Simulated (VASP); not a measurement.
Here is a VASP 6.6.1 calculation.

The input INCAR:

```
SYSTEM = MgI2
  PREC = Accurate
  ENCUT = 520
  EDIFF = 1E-7
  ISMEAR = 0
  SIGMA = 0.02
  LREAL = .False.
  LASPH = .True.
  NELM = 80
  ALGO = Normal
  ISIF = 2
  LWAVE = .False.
  LCHARG = .False.
  GGA = PS
  IBRION = 2
  NSW = 60
  EDIFFG = -0.008
```

KPOINTS

```
Automatic mesh
0
Gamma
  6 6 4
  0 0 0
```

The input POSCAR:

```
MgI2
1.0
    4.1307255317      0.0000000000      0.0000000000
   -2.0653627658      3.5773132465      0.0000000000
    0.0000000000      0.0000000000      6.7082402027
Mg I
1 2
Direct
    0.0000000000      0.0000000000      0.0000000000
    0.3333333333      0.6666666667      0.7559814026
    0.6666666667      0.3333333333      0.2440185974
```

Potentials or basis: VASP PAW PBE potentials, release 64 (Mg, I).

The run is started by

```console
$ cat potpaw_PBE.64/Mg/POTCAR potpaw_PBE.64/I/POTCAR > POTCAR
$ mpirun -np 1 vasp_std > vasp.out
```

**Question.** What does it give for the energy gained by relaxing?

**Answer.** 0.7 meV/atom.

**Question.** Estimate the band gap on the k mesh.

**Answer.** 3.36 eV (least direct gap 3.55 eV).

The path:
| step | energy change (eV) | largest force (eV/Å) | pressure (GPa) |
| --- | --- | --- | --- |
| 1 | 0.0000 | 0.1101 | 0.68 |
| 2 | -0.0010 | 0.0800 | 0.60 |
| 3 | -0.0021 | 0.0095 | 0.34 |
| 4 | -0.0021 | 0.0001 | 0.37 |

Caveat: the cell differs from its parent crystal (strain along c alone, the other axes held: -4.5 %); the PAW data sets were made with another functional, which shifts forces and pressure a little; spin-orbit coupling is left out, which moves the levels of the heavy elements; this functional lacks dispersion, which binds layers or chains, so the pressure and a relaxed spacing across them are unreliable. A k mesh can miss the band edges.
